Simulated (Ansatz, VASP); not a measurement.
SiC: VASP beside Ansatz

INCAR

```
PREC     = Accurate       # precision mode
ENCUT    = 520            # plane-wave cutoff, eV
EDIFF    = 1E-6           # SCF threshold, eV
ISMEAR   = -1             # smearing method
SIGMA    = 0.02           # smearing width, eV
LREAL    = F              # projectors in reciprocal space
LASPH    = T              # aspherical terms in the spheres
NELM     = 60             # most SCF steps
ALGO     = Normal         # electronic algorithm
ISIF     = 2              # what is computed and relaxed
LWAVE    = F              # write WAVECAR
LCHARG   = F              # write CHGCAR
GGA      = PE             # functional
NBANDS   = 16             # bands
```

File KPOINTS:

```
Automatic mesh
0
Gamma
  12 12 6
```

The input POSCAR:

```
SiC
1.0
    2.9523419896      0.0000000000      0.0000000000
   -1.4761709948      2.5568031637      0.0000000000
    0.0000000000      0.0000000000      4.8461837674
Si C
2 2
Direct
    0.3333333333      0.6666666667     -0.0003154795
    0.6666666667      0.3333333333      0.4996845205
    0.3333333333      0.6666666667      0.3753154795
    0.6666666667      0.3333333333      0.8753154795
```

Input for Ansatz:

```yaml
crystal:
  lattice:
    - [2.9523419896, 0.0, 0.0]
    - [-1.4761709948, 2.5568031637, 0.0]
    - [0.0, 0.0, 4.8461837674]
  atoms:
    - { symbol: Si, position: [0.3333333333, 0.6666666667, -0.0003154795] }
    - { symbol: Si, position: [0.6666666667, 0.3333333333, 0.4996845205] }
    - { symbol: C, position: [0.3333333333, 0.6666666667, 0.3753154795] }
    - { symbol: C, position: [0.6666666667, 0.3333333333, 0.8753154795] }
kpoints:
  mp_grid: { grid: [12, 12, 6] }
  band_path:
    path:
      - [0.0, 0.0, 0.0]
      - [0.5, 0.0, 0.0]
      - [0.3333333333, 0.3333333333, 0.0]
      - [0.0, 0.0, 0.5]
      - [0.5, 0.0, 0.5]
      - [0.3333333333, 0.3333333333, 0.5]
    npoints: 1
hamiltonian:
  xc: pbe
scf:
  occupations: { method: fermi_dirac, width: 0.02 }
  n_extra_bands: 5
output:
  forces: true
  stress: true
  eigenvalues: true
  write_density: true
  write_potential: true
  elf: true
  volumetric_format: npy
```

Change from the starting cell: hydrostatic strain -4.0%.

Alike in both runs: task single point; functional PBE; k mesh 12 × 12 × 6; occupations fermi-dirac, width 0.02 eV; no spin polarisation.

|  | VASP | Ansatz |
| --- | --- | --- |
| version | VASP 6.6.1 | Ansatz 0.2.0 |
| potentials or method | VASP PAW PBE potentials, release 64 (Si, C) | plane waves, PAW |
| plane-wave cutoff (eV) | 520 | 420 |
| valence electrons in the cell | 16 | 16 |

Ansatz gave:

```
gap on the k mesh at the Fermi level (eV)                     : 2.04
pressure (GPa)                                                : 38.6
traceless stress, the component that is largest in VASP (GPa) : -0.64
rms of the force components (eV/Å)                            : 0.003
```

What did VASP give for the same quantities?

gap on the k mesh at the Fermi level (eV): 2.03; pressure (GPa): 38.5; traceless stress, the component that is largest in VASP (GPa): -0.63; rms of the force components (eV/Å): 0.003.

Atom by atom the forces differ by 0.000 eV/Å (rms over components). Both programs put the cell under a high pressure, so it lies far from rest at this level. With one functional, cell and mesh, what is left measures potentials, basis and numerics.
